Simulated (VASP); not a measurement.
# Al2BN3 (Cm) in VASP: a series of runs

Al2BN3 is run at these levels: PBE; tasks: single point.

Everything below comes from runs of VASP 6.6.1. Logs are shortened: lines on timing, memory, paths and dates and some standing lists are left out, and cuts for length are marked.

## Step 1: The cell of the first run

It takes space group Cm (No. 8, monoclinic). The conventional cell has a = 5.071 Å, b = 8.663 Å, c = 3.113 Å, α = 90.00°, β = 121.61°, γ = 90.00°. Al (site symmetry 1) has 4 N at 1.85 to 1.97 Å within 2.4 Å. B (site symmetry m) has 3 N at 1.42 to 1.53 Å within 1.9 Å. Within 2.0 Å of N (site symmetry 1) lie 1 B at 1.53 Å and 3 Al at 1.90 to 1.97 Å. Within 1.9 Å of N (site symmetry m) lie 1 B at 1.42 Å and 2 Al at 1.85 Å.

## Step 2: Single point, PBE

The input, INCAR:

```
SYSTEM = Al2BN3
ALGO = Normal ; EDIFF = 1E-6
ENCUT = 520 ; GGA = PE
ISIF = 2 ; ISMEAR = 0
LASPH = .TRUE. ; LCHARG = .TRUE.
LELF = .TRUE. ; LREAL = .FALSE.
LVHAR = .TRUE. ; LWAVE = .FALSE.
NBANDS = 21 ; NELM = 60
PREC = Accurate ; SIGMA = 0.1
```

The input, KPOINTS:

```
k-points
0
G
  4 4 6
  0 0 0
```

The input, POSCAR:

```
Al2BN3
1.0
    2.5353349319     -4.3316910713      0.0227061878
    2.5353349319      4.3316910713      0.0227061878
   -1.6548812246      0.0000000000      2.6362258522
Al B N
2 1 3
Direct
    0.6211443253     -0.0486650595     -0.1416892634
   -0.0486650595      0.6211443253     -0.1416892634
    0.3407624559      0.3407624559      0.0437857964
    0.3690074605      0.6699586611      0.1201014386
    0.0504931168      0.0504931168      0.0074927332
    0.6699586611      0.3690074605      0.1201014386
```

Potentials or basis: VASP PAW PBE potentials, release 64 (Al, B, N).

Launch:

```sh
> cat potpaw_PBE.64/Al/POTCAR potpaw_PBE.64/B/POTCAR potpaw_PBE.64/N/POTCAR > POTCAR
> mpirun -np 1 vasp_std > vasp.out
```

OUTCAR:

```text
SYSTEM = Al2BN3
   EDIFF = 1E-6
   ENCUT = 520
   GGA = PE
   ISIF = 2
   ISMEAR = 0
   LASPH = .TRUE.
   LREAL = .FALSE.
   NELM = 60
   PREC = Accurate

 ion  position               nearest neighbor table
   1  0.621  0.951  0.858-   5 1.85   6 1.90   4 1.91   4 1.97   3 2.75   2 2.86   2 2.93   2 2.93
                             2 3.16   2 3.16
   2  0.951  0.621  0.858-   5 1.85   4 1.90   6 1.91   6 1.97   3 2.75   1 2.86   1 2.93   1 2.93
                             1 3.16   1 3.16
   3  0.341  0.341  0.044-   5 1.42   4 1.53   6 1.53   1 2.75   2 2.75
   4  0.369  0.670  0.120-   3 1.53   2 1.90   1 1.91   1 1.97
   5  0.050  0.050  0.007-   3 1.42   2 1.85   1 1.85
   6  0.670  0.369  0.120-   3 1.53   1 1.90   2 1.91   2 1.97

  LATTYP: Found a base centered monoclinic cell.
 ALAT       =     5.0708732139
 B/A-ratio  =     1.7084596236
 C/A-ratio  =     0.6138205927
 COS(beta)  =    -0.5240643504

  Lattice vectors:

 A1 = (   2.5353349319,  -4.3316910713,   0.0227061878)
 A2 = (   2.5353349319,   4.3316910713,   0.0227061878)
 A3 = (  -1.6548812246,   0.0000000000,   2.6362258522)

Analysis of symmetry for initial positions (statically):
=====================================================================
 Subroutine PRICEL returns:
 Original cell was already a primitive cell.

 Routine SETGRP: Setting up the symmetry group for a
 base centered monoclinic supercell.

 Subroutine GETGRP returns: Found  2 space group operations
 (whereof  2 operations were pure point group operations)
 out of a pool of  4 trial point group operations.

The static configuration has the point symmetry C_1h.

Analysis of symmetry for dynamics (positions and initial velocities):
=====================================================================
 Subroutine PRICEL returns:
 Original cell was already a primitive cell.

 Routine SETGRP: Setting up the symmetry group for a
 base centered monoclinic supercell.

 Subroutine GETGRP returns: Found  2 space group operations
 (whereof  2 operations were pure point group operations)
 out of a pool of  4 trial point group operations.

The dynamic configuration has the point symmetry C_1h.

 Subroutine INISYM returns: Found  2 space group operations
 (whereof  2 operations are pure point group operations),
 and found     1 'primitive' translations

----------------------------------------------------------------------------------------

                                     Primitive cell

  volume of cell :      58.2291

  direct lattice vectors                    reciprocal lattice vectors
     2.535334932 -4.331691071  0.022706188     0.196110066 -0.115428361  0.123107383
     2.535334932  4.331691071  0.022706188     0.196110066  0.115428361  0.123107383
    -1.654881225  0.000000000  2.636225852    -0.003378248  0.000000000  0.377209487

  length of vectors
     5.019161915  5.019161915  3.112606402     0.258724356  0.258724356  0.377224614

  position of ions in fractional coordinates (direct lattice)
     0.621144325  0.951334940  0.858310737
     0.951334940  0.621144325  0.858310737
     0.340762456  0.340762456  0.043785796
     0.369007461  0.669958661  0.120101439
     0.050493117  0.050493117  0.007492733
     0.669958661  0.369007461  0.120101439

  ion indices of the primitive-cell ions
   primitive index   ion index
                 1           1
                 2           2
                 3           3
                 4           4
                 5           5
                 6           6

----------------------------------------------------------------------------------------

 KPOINTS: k-points

Automatic generation of k-mesh.
 Grid dimensions read from file:
 generate k-points for:    4    4    6

 Generating k-lattice:

  Cartesian coordinates                     Fractional coordinates (reciprocal lattice)
     0.049027516 -0.028857090  0.030776846     0.250000000  0.000000000  0.000000000
     0.049027516  0.028857090  0.030776846     0.000000000  0.250000000  0.000000000
    -0.000563041  0.000000000  0.062868248     0.000000000  0.000000000  0.166666667

  Length of vectors
     0.064681089  0.064681089  0.062870769

  Shift w.r.t. Gamma in fractional coordinates (k-lattice)
     0.000000000  0.000000000  0.000000000

 Subroutine IBZKPT returns following result:
 ===========================================

 Found     34 irreducible k-points:

 Following reciprocal coordinates:
            Coordinates               Weight
  0.000000  0.000000  0.000000      1.000000
  0.250000 -0.000000  0.000000      4.000000
  0.500000 -0.000000  0.000000      2.000000
  0.250000  0.250000  0.000000      2.000000
  0.500000  0.250000 -0.000000      4.000000
 -0.250000  0.250000  0.000000      2.000000
[... 16 lines left out ...]
  0.500000  0.250000  0.333333      4.000000
 -0.250000  0.250000  0.333333      4.000000
 [... further k-points ...]
   k-points           NKPTS =     34   k-points in BZ     NKDIM =     34   number of bands    NBANDS=     21
   number of dos      NEDOS =    301   number of ions     NIONS =      6
   total plane-waves  NPLWV =  38400
   dimension x,y,z NGX =    40 NGY =   40 NGZ =   24
   dimension x,y,z NGXF=    80 NGYF=   80 NGZF=   48
   ions per type =               2   1   3
   NGX,Y,Z   is equivalent  to a cutoff of  13.25, 13.25, 12.82 a.u.
   NGXF,Y,Z  is equivalent  to a cutoff of  26.50, 26.50, 25.64 a.u.
 SYSTEM =  Al2BN3
   PREC   = accura    normal or accurate (medium, high low for compatibility)
   ISTART =      0    job   : 0-new  1-cont  2-samecut
   ICHARG =      2    charge: 1-file 2-atom 10-const
   ISPIN  =      1    spin polarized calculation?
   LNONCOLLINEAR =      F non collinear calculations
   LSORBIT =      F    spin-orbit coupling
   LASPH  =      T    aspherical Exc in radial PAW
   ENCUT  =  520.0 eV  38.22 Ry    6.18 a.u.   9.33  9.33  5.79*2*pi/ulx,y,z
   NELM   =     60;   NELMIN=  2; NELMDL= -5     # of ELM steps
   EDIFF  = 0.1E-05   stopping-criterion for ELM
   LREAL  =      F    real-space projection
   EDIFFG = 0.1E-04   stopping-criterion for IOM
   NSW    =      0    number of steps for IOM
   IBRION =     -1    ionic relax: 0-MD 1-quasi-New 2-CG
   NFREE  =      0    steps in history (QN), initial steepest desc. (CG)
   ISIF   =      2    stress and relaxation
   ISYM   =      2    0-nonsym 1-usesym 2-fastsym
   POTIM  = 0.5000    time-step for ionic-motion
   TEBEG  =    0.0;   TEEND  =   0.0 temperature during run
   PSTRESS=    0.0 pullay stress
   NELECT =      24.0000    total number of electrons
   NUPDOWN=      -1.0000    fix difference up-down
   EMIN   =  10.00;   EMAX   =-10.00  energy-range for DOS
   EFERMI =   0.00;   METHOD = LEGACY
   ISMEAR =     0;   SIGMA  =   0.10  broadening in eV -4-tet -1-fermi 0-gaus
   EFERMI_NEDOS =   21; number of points for ismear=-14 and -15
   IALGO  =     38    algorithm
   IMIX   =      4    mixing-type and parameters
     AMIX     =   0.40;   BMIX     =  1.00
     AMIX_MAG =   1.60;   BMIX_MAG =  1.00
  volume/ion in A,a.u.               =       9.70        65.49
  Fermi-wavevector in a.u.,A,eV,Ry     =   1.218331  2.302311 20.195530  1.484330
  Thomas-Fermi vector in A             =   2.353621
   LORBIT       =      0    0 simple, 1 ext, 2 COOP (PROOUT), +10 PAW based schemes
   GGA     = PE    functional components
   LHFCALC =     F    Hartree Fock is set to
   AEXX    =    0.0000 exact exchange contribution
   IVDW    =     0    specifies the selected vdW correction
   LEPSILON=     F    determine dielectric tensor
   LRPA    =     F    only Hartree local field effects (RPA)
 non-spin polarized calculation
 Gauss-broadening in eV      SIGMA  =   0.10
  energy-cutoff  :      520.00
  volume of cell :       58.23
 maximum number of plane-waves:      1582
 NGX is ok and might be reduce to    40
   NGX = 19   NGY = 19   NGZ = 11

 number of electron      24.0000002 magnetization

 Free energy of the ion-electron system (eV)
  ---------------------------------------------------
  ext. energy  EPLUGINS =         0.00000000
  ---------------------------------------------------
  free energy    TOTEN  =       -46.00739956 eV

  energy without entropy =      -46.00739956  energy(sigma->0) =      -46.00739956

 E-fermi :   6.5108     XC(G=0): -10.9213

 val. band max:        6.0866541436   @ k =   0.5000  -0.0000   0.0000
 cond. band min:       8.9246841155   @ k =   0.5000  -0.0000   0.5000
 fundamental gap:      2.8380299719
 Fermi energy:         6.5108170253

 k-point     1 :       0.0000    0.0000    0.0000
  band No.  band energies     occupation
      1     -10.6723      2.00000
      2      -7.9082      2.00000
      3      -7.3350      2.00000
      4      -1.2671      2.00000
      5       0.0449      2.00000
      6       0.5290      2.00000
[... 13 lines left out ...]
     20      17.5853      0.00000
     21      18.1422      0.00000

 k-point     2 :       0.2500   -0.0000    0.0000
  band No.  band energies     occupation
      1     -10.3255      2.00000
      2      -8.1740      2.00000
      3      -7.7222      2.00000
      4      -1.3985      2.00000
      5      -0.1702      2.00000
      6       1.0652      2.00000
[... 13 lines left out ...]
     20      17.0678      0.00000
     21      18.1277      0.00000

 k-point     3 :       0.5000   -0.0000    0.0000
  band No.  band energies     occupation
      1      -9.7080      2.00000
      2      -8.7577      2.00000
      3      -8.0732      2.00000
      4      -1.5606      2.00000
      5       0.6607      2.00000
      6       1.1302      2.00000
[... 13 lines left out ...]
     20      16.7847      0.00000
     21      17.4797      0.00000

 k-point     4 :       0.2500    0.2500    0.0000
  band No.  band energies     occupation
      1      -9.7428      2.00000
      2      -8.5180      2.00000
      3      -8.3034      2.00000
      4      -0.9769      2.00000
      5      -0.4191      2.00000
      6       1.3794      2.00000
[... 13 lines left out ...]
     20      16.6099      0.00000
     21      17.7947      0.00000

 k-point     5 :       0.5000    0.2500   -0.0000
  band No.  band energies     occupation
      1      -9.8392      2.00000
      2      -8.7797      2.00000
      3      -7.9548      2.00000
      4      -0.6285      2.00000
      5      -0.0792      2.00000
      6       1.0877      2.00000
[... 13 lines left out ...]
     20      17.1245      0.00000
     21      17.5201      0.00000

 k-point     6 :      -0.2500    0.2500    0.0000
  band No.  band energies     occupation
      1     -10.3808      2.00000
      2      -8.4231      2.00000
      3      -7.4239      2.00000
      4      -0.8836      2.00000
      5      -0.2800      2.00000
      6       1.1480      2.00000
[... 13 lines left out ...]
     20      17.3983      0.00000
     21      17.6303      0.00000

 k-point     7 :       0.5000    0.5000    0.0000
  band No.  band energies     occupation
      1      -9.7972      2.00000
      2      -9.2100      2.00000
      3      -7.5095      2.00000
      4      -0.9344      2.00000
      5       0.6698      2.00000
      6       1.3089      2.00000
[... 13 lines left out ...]
     20      17.4569      0.00000
     21      17.8310      0.00000
[... 291 lines left out ...]
      1      -9.4645      2.00000
      2      -8.1188      2.00000
      3      -7.5513      2.00000
      4      -0.7267      2.00000
      5      -0.0296      2.00000
      6       0.9713      2.00000
[... 13 lines left out ...]
     20      16.9738      0.00000
     21      18.2013      0.00000

 k-point    21 :      -0.2500    0.0000    0.3333
  band No.  band energies     occupation
      1      -9.8013      2.00000
      2      -7.8113      2.00000
      3      -7.3162      2.00000
      4      -0.9137      2.00000
      5       0.1673      2.00000
      6       0.7704      2.00000
[... 13 lines left out ...]
     20      17.4171      0.00000
     21      18.5879      0.00000

 k-point    22 :       0.2500    0.2500    0.3333
  band No.  band energies     occupation
      1      -9.1966      2.00000
      2      -8.3527      2.00000
      3      -7.7119      2.00000
      4      -0.5553      2.00000
      5       0.2897      2.00000
      6       0.3939      2.00000
[... 13 lines left out ...]
     20      16.8228      0.00000
     21      18.1831      0.00000

 k-point    23 :       0.5000    0.2500    0.3333
  band No.  band energies     occupation
      1      -9.3900      2.00000
      2      -8.3278      2.00000
      3      -7.4769      2.00000
      4      -0.5423      2.00000
      5      -0.0084      2.00000
      6       0.8542      2.00000
[... 13 lines left out ...]
     20      17.5192      0.00000
     21      18.0046      0.00000

 k-point    24 :      -0.2500    0.2500    0.3333
  band No.  band energies     occupation
      1      -9.4369      2.00000
      2      -8.0212      2.00000
      3      -7.5801      2.00000
      4      -1.1315      2.00000
      5       0.0373      2.00000
      6       0.4847      2.00000
[... 13 lines left out ...]
     20      17.3555      0.00000
     21      18.1503      0.00000

 [... further k-points ...]

------------------------ aborting loop because EDIFF is reached ----------------------------------------

  FORCE on cell =-STRESS in cart. coord.  units (eV):
  Direction    XX          YY          ZZ          XY          YZ          ZX
  --------------------------------------------------------------------------------------
  -------------------------------------------------------------------------------------
  Total       -0.0334752      0.0077146     -0.0836824      0.0000000      0.0000000     -0.0009645
  in kB       -0.9210731      0.2122667     -2.3025259      0.0000000      0.0000000     -0.0265385
  external PRESSURE =      -1.0037774 kB  Pullay stress =       0.0000000 kB

 VOLUME and BASIS-vectors are now :
 -----------------------------------------------------------------------------
  energy-cutoff  :      520.00
  volume of cell :       58.23
      direct lattice vectors                 reciprocal lattice vectors
     2.535334932 -4.331691071  0.022706188     0.196110066 -0.115428361  0.123107383
     2.535334932  4.331691071  0.022706188     0.196110066  0.115428361  0.123107383
    -1.654881225  0.000000000  2.636225852    -0.003378248  0.000000000  0.377209487

 POSITION                                       TOTAL-FORCE (eV/Angst)
 -----------------------------------------------------------------------------------
      2.56636      1.43028      2.29841        -0.002129      0.000550      0.000006
      2.56636     -1.43028      2.29841        -0.002129     -0.000550      0.000006
      1.65543      0.00000      0.13090        -0.002874      0.000000     -0.016567
      2.43537      1.30363      0.34021         0.007369      0.019304      0.008513
      0.24363      0.00000      0.02205        -0.007605      0.000000     -0.000472
      2.43537     -1.30363      0.34021         0.007369     -0.019304      0.008513
 -----------------------------------------------------------------------------------
    total drift:                                0.001106      0.000000     -0.001196

  FREE ENERGIE OF THE ION-ELECTRON SYSTEM (eV)
  ---------------------------------------------------
  free  energy   TOTEN  =       -46.0073995620 eV

  energy  without entropy=      -46.0073995620  energy(sigma->0) =      -46.00739956
```

Wall time 34 s (1 thread of Intel Xeon Platinum 8124M at 3.00GHz (Skylake/Cascade Lake), shared host); peak memory 0.2 GiB.

What came out:

| Item | Value |
| --- | --- |
| Free energy | -46.0074 eV |
| Pressure | -0.1 GPa |
| Largest force | 0.022 eV/Å |
| Band gap on the k mesh | 2.84 eV (least direct gap 3.60 eV) |

Forces on the atoms (eV/Å):
```
Al  -0.002  0.001  0.000
Al  -0.002 -0.001  0.000
B   -0.003  0.000 -0.017
N    0.007  0.019  0.009
N   -0.008  0.000  0.000
N    0.007 -0.019  0.009
```

(Continued in part 2 of 2.)
